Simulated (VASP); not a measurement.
# Sb (Pm-3m) in VASP: a series of runs

The runs below take Sb through single point, with PBE0.

All numbers are computed with VASP 6.6.1; they aren't measurements. Logs are shortened: lines on timing, memory, paths and dates and some standing lists are left out, and cuts for length are marked.

**1. The cell of the first run**

The structure is cubic, space group Pm-3m (No. 221). The conventional cell has a = 3.117 Å, b = 3.117 Å, c = 3.117 Å, α = 90.00°, β = 90.00°, γ = 90.00°. Sb (site symmetry m-3m) has 6 Sb at 3.12 Å within 4.1 Å.

This isn't the form of Sb at room conditions, which is rhombohedral.

**2. Single point, PBE0**

The input, POSCAR:

```
Sb
1.0
    3.1172920620      0.0000000000      0.0000000000
    0.0000000000      3.1172920620      0.0000000000
    0.0000000000      0.0000000000      3.1172920620
Sb
1
Direct
    0.0000000000      0.0000000000      0.0000000000
```

The input, INCAR.step1:

```
SYSTEM = Sb
ALGO     = Normal         ! electronic algorithm
EDIFF    = 1E-5           ! SCF threshold, eV
ENCUT    = 400            ! plane-wave cutoff, eV
GGA      = PE             ! functional
GGA_COMPAT= .False.      
ISIF     = 2              ! what is computed and relaxed
ISMEAR   = -1             ! smearing method
LASPH    = .True.         ! aspherical terms in the spheres
LCHARG   = .False.        ! write CHGCAR
LREAL    = .False.        ! projectors in reciprocal space
LWAVE    = .True.         ! write WAVECAR
NBANDS   = 14             ! bands
NELM     = 120            ! most SCF steps
PREC     = Accurate       ! precision mode
SIGMA    = 0.05           ! smearing width, eV
```

The input, INCAR.step2:

```
SYSTEM = Sb
AEXX     = 0.25           ! exact-exchange fraction
ALGO     = Normal         ! electronic algorithm
EDIFF    = 1E-6           ! SCF threshold, eV
ENCUT    = 400            ! plane-wave cutoff, eV
GGA      = PE             ! functional
GGA_COMPAT= .False.      
ISIF     = 2              ! what is computed and relaxed
ISMEAR   = -1             ! smearing method
ISTART   = 1            
LASPH    = .True.         ! aspherical terms in the spheres
LCHARG   = .False.        ! write CHGCAR
LHFCALC  = .True.         ! exact exchange
LREAL    = .False.        ! projectors in reciprocal space
LWAVE    = .False.        ! write WAVECAR
NBANDS   = 14             ! bands
NELM     = 120            ! most SCF steps
PREC     = Accurate       ! precision mode
PRECFOCK = Normal       
SIGMA    = 0.05           ! smearing width, eV
```

The input, KPOINTS:

```
k-points
0
Gamma
  4 4 4
  0 0 0
```

Potentials or basis: VASP PAW PBE potentials, release 64 (Sb_d_GW).

Launch:

```
cat potpaw_PBE.64/Sb_d_GW/POTCAR > POTCAR
cp INCAR.step1 INCAR
mpirun -np 1 vasp_std > vasp.out
cp INCAR.step2 INCAR
mpirun -np 1 vasp_std > vasp.out
```

OUTCAR:

```text
SYSTEM = Sb
   AEXX = 0.25
   EDIFF = 1E-6
   ENCUT = 400
   GGA = PE
   ISIF = 2
   ISMEAR = -1
   ISTART = 1
   LASPH = .True.
   LHFCALC = .True.
   LREAL = .False.
   NELM = 120
   PREC = Accurate
   PRECFOCK = Normal

 ion  position               nearest neighbor table
   1  0.000  0.000  0.000-

  LATTYP: Found a simple cubic cell.
 ALAT       =     3.1172920620

  Lattice vectors:

 A1 = (   3.1172920620,   0.0000000000,   0.0000000000)
 A2 = (   0.0000000000,   3.1172920620,   0.0000000000)
 A3 = (   0.0000000000,   0.0000000000,   3.1172920620)

Analysis of symmetry for initial positions (statically):
=====================================================================
 Subroutine PRICEL returns:
 Original cell was already a primitive cell.

 Routine SETGRP: Setting up the symmetry group for a
 simple cubic supercell.

 Subroutine GETGRP returns: Found 48 space group operations
 (whereof 48 operations were pure point group operations)
 out of a pool of 48 trial point group operations.

The static configuration has the point symmetry O_h .

Analysis of symmetry for dynamics (positions and initial velocities):
=====================================================================
 Subroutine PRICEL returns:
 Original cell was already a primitive cell.

 Routine SETGRP: Setting up the symmetry group for a
 simple cubic supercell.

 Subroutine GETGRP returns: Found 48 space group operations
 (whereof 48 operations were pure point group operations)
 out of a pool of 48 trial point group operations.

The dynamic configuration has the point symmetry O_h .

 Subroutine INISYM returns: Found 48 space group operations
 (whereof 48 operations are pure point group operations),
 and found     1 'primitive' translations

----------------------------------------------------------------------------------------

                                     Primitive cell

  volume of cell :      30.2923

  direct lattice vectors                    reciprocal lattice vectors
     3.117292062  0.000000000  0.000000000     0.320791244  0.000000000  0.000000000
     0.000000000  3.117292062  0.000000000     0.000000000  0.320791244  0.000000000
     0.000000000  0.000000000  3.117292062     0.000000000  0.000000000  0.320791244

  length of vectors
     3.117292062  3.117292062  3.117292062     0.320791244  0.320791244  0.320791244

  position of ions in fractional coordinates (direct lattice)
     0.000000000  0.000000000  0.000000000

  ion indices of the primitive-cell ions
   primitive index   ion index
                 1           1

----------------------------------------------------------------------------------------

 KPOINTS: k-points

Automatic generation of k-mesh.
 Grid dimensions read from file:
 generate k-points for:    4    4    4

 Generating k-lattice:

  Cartesian coordinates                     Fractional coordinates (reciprocal lattice)
     0.080197811  0.000000000  0.000000000     0.250000000  0.000000000  0.000000000
     0.000000000  0.080197811  0.000000000     0.000000000  0.250000000  0.000000000
     0.000000000  0.000000000  0.080197811     0.000000000  0.000000000  0.250000000

  Length of vectors
     0.080197811  0.080197811  0.080197811

  Shift w.r.t. Gamma in fractional coordinates (k-lattice)
     0.000000000  0.000000000  0.000000000

 Subroutine IBZKPT returns following result:
 ===========================================

 Found     10 irreducible k-points:

 Following reciprocal coordinates:
            Coordinates               Weight
  0.000000  0.000000  0.000000      1.000000
  0.250000  0.000000  0.000000      6.000000
  0.500000  0.000000  0.000000      3.000000
  0.250000  0.250000  0.000000     12.000000
  0.500000  0.250000  0.000000     12.000000
  0.500000  0.500000  0.000000      3.000000
  0.250000  0.250000  0.250000      8.000000
  0.500000  0.250000  0.250000     12.000000
  0.500000  0.500000  0.250000      6.000000
  0.500000  0.500000  0.500000      1.000000
   k-points           NKPTS =     10   k-points in BZ     NKDIM =     64   number of bands    NBANDS=     14
   number of dos      NEDOS =    301   number of ions     NIONS =      1
   total plane-waves  NPLWV =   8000
   dimension x,y,z NGX =    20 NGY =   20 NGZ =   20
   dimension x,y,z NGXF=    40 NGYF=   40 NGZF=   40
   ions per type =               1
   NGX,Y,Z   is equivalent  to a cutoff of  10.67, 10.67, 10.67 a.u.
   NGXF,Y,Z  is equivalent  to a cutoff of  21.33, 21.33, 21.33 a.u.
 SYSTEM =  Sb
   PREC   = accura    normal or accurate (medium, high low for compatibility)
   ISTART =      1    job   : 0-new  1-cont  2-samecut
   ICHARG =      0    charge: 1-file 2-atom 10-const
   ISPIN  =      1    spin polarized calculation?
   LNONCOLLINEAR =      F non collinear calculations
   LSORBIT =      F    spin-orbit coupling
   LASPH  =      T    aspherical Exc in radial PAW
   ENCUT  =  400.0 eV  29.40 Ry    5.42 a.u.   5.08  5.08  5.08*2*pi/ulx,y,z
   NELM   =    120;   NELMIN=  2; NELMDL=  0     # of ELM steps
   EDIFF  = 0.1E-05   stopping-criterion for ELM
   LREAL  =      F    real-space projection
   EDIFFG = 0.1E-04   stopping-criterion for IOM
   NSW    =      0    number of steps for IOM
   IBRION =     -1    ionic relax: 0-MD 1-quasi-New 2-CG
   NFREE  =      0    steps in history (QN), initial steepest desc. (CG)
   ISIF   =      2    stress and relaxation
   ISYM   =      3    0-nonsym 1-usesym 2-fastsym
   POTIM  = 0.5000    time-step for ionic-motion
   TEBEG  =    0.0;   TEEND  =   0.0 temperature during run
   PSTRESS=    0.0 pullay stress
   NELECT =      15.0000    total number of electrons
   NUPDOWN=      -1.0000    fix difference up-down
   EMIN   =  10.00;   EMAX   =-10.00  energy-range for DOS
   EFERMI =   0.00;   METHOD = LEGACY
   ISMEAR =    -1;   SIGMA  =   0.05  broadening in eV -4-tet -1-fermi 0-gaus
   EFERMI_NEDOS =   21; number of points for ismear=-14 and -15
   IALGO  =     38    algorithm
   IMIX   =      1    mixing-type and parameters
     AMIX     =   0.40;   BMIX     =  1.00
     AMIX_MAG =   1.60;   BMIX_MAG =  1.00
  volume/ion in A,a.u.               =      30.29       204.42
  Fermi-wavevector in a.u.,A,eV,Ry     =   1.295173  2.447522 22.823404  1.677473
  Thomas-Fermi vector in A             =   2.426709
   LORBIT       =      0    0 simple, 1 ext, 2 COOP (PROOUT), +10 PAW based schemes
   GGA     = PE    functional components
   LHFCALC =     T    Hartree Fock is set to
   PRECFOCK=normal    Normal, Fast or Accurate (Low or Medium for compatibility)
   ENCUT4O =  -1.0   cutoff for four orbital integrals eV
   NKREDX  =     1    reduce k-point grid by
   NKREDY  =     1    reduce k-point grid by
   NKREDZ  =     1    reduce k-point grid by
   AEXX    =    0.2500 exact exchange contribution
   HFSCREEN=    0.0000 screening length (either q_TF or 0.3 A-1)
   HFSCREENC=   0.0000 screening length for correlation (either q_TF or 0.3 A-1)
   ENCUTFOCK=  -1.0 apply spherical cutoff to Coloumb kernel
   IVDW    =     0    specifies the selected vdW correction
   LEPSILON=     F    determine dielectric tensor
   LRPA    =     F    only Hartree local field effects (RPA)
 non-spin polarized calculation
  energy-cutoff  :      400.00
  volume of cell :       30.29
 maximum number of plane-waves:       562
  NGX = 16; NGY = 16; NGZ = 16

 number of electron      15.0000028 magnetization

 Free energy of the ion-electron system (eV)
  ---------------------------------------------------
  ext. energy  EPLUGINS =         0.00000000
  ---------------------------------------------------
  free energy    TOTEN  =        -5.01448326 eV

  energy without entropy =       -5.00592615  energy(sigma->0) =       -5.01020471

 E-fermi :   5.3225     XC(G=0):  -7.8759

 val. band max:        3.8793588205   @ k =   0.2500   0.2500   0.2500
 cond. band min:       5.4033296792   @ k =   0.5000   0.2500   0.0000
 fundamental gap:      1.5239708588
 Fermi energy:         5.3225043080

 k-point     1 :       0.0000    0.0000    0.0000
  band No.  band energies     occupation
      1     -27.3294      2.00000
      2     -27.3294      2.00000
      3     -27.1431      2.00000
      4     -27.1431      2.00000
      5     -27.1431      2.00000
      6      -9.2640      2.00000
      7       8.8991      0.00000
      8       8.8991      0.00000
      9       8.8991      0.00000
     10      12.8298      0.00000
     11      12.8298      0.00000
     12      14.0315      0.00000
     13      25.0788      0.00000
     14      25.0788      0.00000

 k-point     2 :       0.2500    0.0000    0.0000
  band No.  band energies     occupation
      1     -27.3260      2.00000
      2     -27.2515      2.00000
      3     -27.1673      2.00000
      4     -27.1673      2.00000
      5     -27.1413      2.00000
      6      -8.2960      2.00000
      7       2.2449      2.00000
      8       9.8132      0.00000
      9       9.8132      0.00000
     10      13.6531      0.00000
     11      14.4565      0.00000
     12      20.1527      0.00000
     13      20.8377      0.00000
     14      21.0449      0.00000

 k-point     3 :       0.5000    0.0000    0.0000
  band No.  band energies     occupation
      1     -27.3219      2.00000
      2     -27.1910      2.00000
      3     -27.1910      2.00000
      4     -27.1730      2.00000
      5     -27.1390      2.00000
      6      -6.5832      2.00000
      7      -1.8015      2.00000
      8      11.1435      0.00000
      9      11.1435      0.00000
     10      15.3971      0.00000
     11      16.5179      0.00000
     12      17.4961      0.00000
     13      17.7750      0.00000
     14      18.0854      0.00000
[... 86 lines left out ...]
 k-point     9 :       0.5000    0.5000    0.2500
  band No.  band energies     occupation
      1     -27.2443      2.00000
      2     -27.2132      2.00000
      3     -27.2132      2.00000
      4     -27.1628      2.00000
      5     -27.0805      2.00000
      6      -2.5655      2.00000
      7       1.4345      2.00000
      8       1.4345      2.00000
      9       8.0327      0.00000
     10       8.6904      0.00000
     11      13.6890      0.00000
     12      13.6890      0.00000
     13      16.5566      0.00000
     14      26.3198      0.00000

 k-point    10 :       0.5000    0.5000    0.5000
  band No.  band energies     occupation
      1     -27.2409      2.00000
      2     -27.2409      2.00000
      3     -27.2409      2.00000
      4     -27.0782      2.00000
      5     -27.0782      2.00000
      6      -0.2939      2.00000
      7       2.6925      2.00000
      8       2.6925      2.00000
      9       2.6925      2.00000
     10      10.6260      0.00000
     11      10.6260      0.00000
     12      10.6260      0.00000
     13      12.7940      0.00000
     14      30.8789      0.00000

------------------------ aborting loop because EDIFF is reached ----------------------------------------

  FORCE on cell =-STRESS in cart. coord.  units (eV):
  Direction    XX          YY          ZZ          XY          YZ          ZX
  --------------------------------------------------------------------------------------
  -------------------------------------------------------------------------------------
  Total       -0.8264264     -0.8264264     -0.8264264     -0.0000000      0.0000000      0.0000000
  in kB      -43.7101512    -43.7101512    -43.7101512     -0.0000000      0.0000000      0.0000000
  external PRESSURE =     -43.7101512 kB  Pullay stress =       0.0000000 kB

 VOLUME and BASIS-vectors are now :
 -----------------------------------------------------------------------------
  energy-cutoff  :      400.00
  volume of cell :       30.29
      direct lattice vectors                 reciprocal lattice vectors
     3.117292062  0.000000000  0.000000000     0.320791244  0.000000000  0.000000000
     0.000000000  3.117292062  0.000000000     0.000000000  0.320791244  0.000000000
     0.000000000  0.000000000  3.117292062     0.000000000  0.000000000  0.320791244

 POSITION                                       TOTAL-FORCE (eV/Angst)
 -----------------------------------------------------------------------------------
      0.00000      0.00000      0.00000         0.000000      0.000000      0.000000
 -----------------------------------------------------------------------------------
    total drift:                                0.000001      0.000001      0.000001

  FREE ENERGIE OF THE ION-ELECTRON SYSTEM (eV)
  ---------------------------------------------------
  free  energy   TOTEN  =        -5.0144832609 eV

  energy  without entropy=       -5.0059261549  energy(sigma->0) =       -5.01020471
```

It took 2.2 min on 1 thread of AMD EPYC 7R13 (Zen 3), shared host; peak memory 0.1 GiB.

What came out:

- Free energy: -5.0145 eV
- Pressure: -4.4 GPa
- Band gap on the k mesh: zero (an odd number of electrons rules out a gap without spin polarisation)

Levels at points of the mesh, in eV from the Fermi level:
| k point | band 5 | band 6 | band 7 | band 8 | band 9 | band 10 |
| --- | --- | --- | --- | --- | --- | --- |
| (0.00, 0.00, 0.00) | -32.47 | -14.59 | 3.58 | 3.58 | 3.58 | 7.51 |
| (0.50, 0.00, 0.00) | -32.46 | -11.91 | -7.12 | 5.82 | 5.82 | 10.07 |
| (0.50, 0.50, 0.00) | -32.41 | -8.94 | -4.77 | -4.77 | 2.45 | 8.03 |
| (0.50, 0.50, 0.50) | -32.40 | -5.62 | -2.63 | -2.63 | -2.63 | 5.30 |

Caveat: the k points lie up to 0.50 Å⁻¹ apart, too coarse for converged energies and pressures of a metal; the PAW data sets were made with another functional, which shifts forces and pressure a little; spin-orbit coupling is left out, which moves the levels of the heavy elements.

**3. Single point, PBE0**

This run uses another cell than the first one, of 31.55 Å³/atom.

The input, POSCAR:

```
Sb
1.0
    3.1600000000      0.0000000000      0.0000000000
    0.0000000000      3.1600000000      0.0000000000
    0.0000000000      0.0000000000      3.1600000000
Sb
1
Direct
    0.0000000000      0.0000000000      0.0000000000
```

The input, INCAR.step1:

```
SYSTEM = Sb
PREC     = Accurate       ! precision mode
ENCUT    = 400            ! plane-wave cutoff, eV
EDIFF    = 1E-5           ! SCF threshold, eV
ISMEAR   = -1             ! smearing method
SIGMA    = 0.05           ! smearing width, eV
LREAL    = .FALSE.        ! projectors in reciprocal space
LASPH    = .TRUE.         ! aspherical terms in the spheres
NELM     = 120            ! most SCF steps
ALGO     = Normal         ! electronic algorithm
ISIF     = 2              ! what is computed and relaxed
LWAVE    = .TRUE.         ! write WAVECAR
LCHARG   = .FALSE.        ! write CHGCAR
GGA      = PE             ! functional
NBANDS   = 14             ! bands
GGA_COMPAT= .FALSE.
```

The input, INCAR.step2:

```
SYSTEM = Sb
PREC     = Accurate       ! precision mode
ENCUT    = 400            ! plane-wave cutoff, eV
EDIFF    = 1E-6           ! SCF threshold, eV
ISMEAR   = -1             ! smearing method
SIGMA    = 0.05           ! smearing width, eV
LREAL    = .FALSE.        ! projectors in reciprocal space
LASPH    = .TRUE.         ! aspherical terms in the spheres
NELM     = 120            ! most SCF steps
ALGO     = Normal         ! electronic algorithm
ISIF     = 2              ! what is computed and relaxed
LWAVE    = .FALSE.        ! write WAVECAR
LCHARG   = .FALSE.        ! write CHGCAR
GGA      = PE             ! functional
LHFCALC  = .TRUE.         ! exact exchange
AEXX     = 0.25           ! exact-exchange fraction
PRECFOCK = Normal       
ISTART   = 1            
NBANDS   = 14             ! bands
GGA_COMPAT= .FALSE.
```

The input, KPOINTS:

```
regular mesh
0
G
  4 4 4
  0 0 0
```

Potentials or basis: VASP PAW PBE potentials, release 64 (Sb_d_GW).

Launch:

```
cat potpaw_PBE.64/Sb_d_GW/POTCAR > POTCAR
cp INCAR.step1 INCAR
mpirun -np 1 vasp_std > vasp.out
cp INCAR.step2 INCAR
mpirun -np 1 vasp_std > vasp.out
```

Run time: 2 min. Hardware: 1 thread of AMD EPYC 7R13 (Zen 3), shared host; peak memory 0.11 GiB.

The run converged. Its results:

* Free energy: -4.9752 eV
* Pressure: -6.1 GPa
* Band gap on the k mesh: zero (an odd number of electrons rules out a gap without spin polarisation)

Levels at points of the mesh, in eV from the Fermi level:
| k point | band 5 | band 6 | band 7 | band 8 | band 9 | band 10 |
| --- | --- | --- | --- | --- | --- | --- |
| (0.00, 0.00, 0.00) | -32.41 | -14.23 | 3.49 | 3.49 | 3.49 | 7.48 |
| (0.50, 0.00, 0.00) | -32.41 | -11.71 | -6.80 | 5.60 | 5.60 | 9.94 |
| (0.50, 0.50, 0.00) | -32.36 | -8.93 | -4.55 | -4.55 | 2.63 | 7.64 |
| (0.50, 0.50, 0.50) | -32.35 | -5.85 | -2.51 | -2.51 | -2.51 | 5.38 |

Caveat: the k points lie up to 0.50 Å⁻¹ apart, too coarse for converged energies and pressures of a metal; the PAW data sets were made with another functional, which shifts forces and pressure a little; spin-orbit coupling is left out, which moves the levels of the heavy elements.

The gap in the log of VASP goes by the Fermi energy; the results here count the filled bands.